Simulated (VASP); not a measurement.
Write the native input for VASP 6.6.1 that does the following.

- Task: single point
- Functional: PBE
- Potentials or basis: VASP PAW PBE potentials, release 64 (Au, C)
- Cutoff: 520 eV
- k mesh: 9 × 9 × 1
- Occupations: gaussian, width 0.1 eV
- Spin: no spin polarisation
- Dipole correction: yes
- Further INCAR settings: ALGO = Normal; EDIFF = 1e-06; NBANDS = 26

The structure of Au3C lies in POSCAR:

```
Au3C
1.0
    2.9402049748      0.0000000000      0.0000000000
   -1.4701024874      2.5462922005      0.0000000000
    0.0000000000      0.0000000000     21.8974947720
Au C
3 1
Direct
    0.6666666667      0.3333333333      0.1826692981
    0.3333333333      0.6666666667      0.2945190844
    0.0000000000      0.0000000000      0.4063247812
    0.2222222222     -0.2222222222      0.5282565377
```

The input as run:

INCAR

```
PREC     = Accurate       # precision mode
ENCUT    = 520            # plane-wave cutoff, eV
EDIFF    = 1E-6           # SCF threshold, eV
ISMEAR   = 0              # smearing method
SIGMA    = 0.1            # smearing width, eV
LREAL    = False          # projectors in reciprocal space
LASPH    = True           # aspherical terms in the spheres
NELM     = 80             # most SCF steps
ALGO     = Normal         # electronic algorithm
ISIF     = 2              # what is computed and relaxed
LWAVE    = False          # write WAVECAR
LCHARG   = True           # write CHGCAR
LDIPOL   = True         
IDIPOL   = 3            
DIPOL    = 0.5 0.5 0.353
GGA      = PE             # functional
LELF     = True           # ELF
LVHAR    = True         
LVACPOTAV= True         
NBANDS   = 26             # bands
```

KPOINTS

```
regular mesh
0
Gamma
  9 9 1
```

Potentials or basis: VASP PAW PBE potentials, release 64 (Au, C).

Run with:

```console
$ cat potpaw_PBE.64/Au/POTCAR potpaw_PBE.64/C/POTCAR > POTCAR
$ mpirun -np 1 vasp_std > vasp.out
```

It gave:

| Quantity | Value |
| --- | --- |
| Largest force | 1.110 eV/Å |

It took 71 s on 1 thread of Intel(R) Xeon(R) 6975P-C (Granite Rapids), on a shared host, peak memory 0.34 GiB.
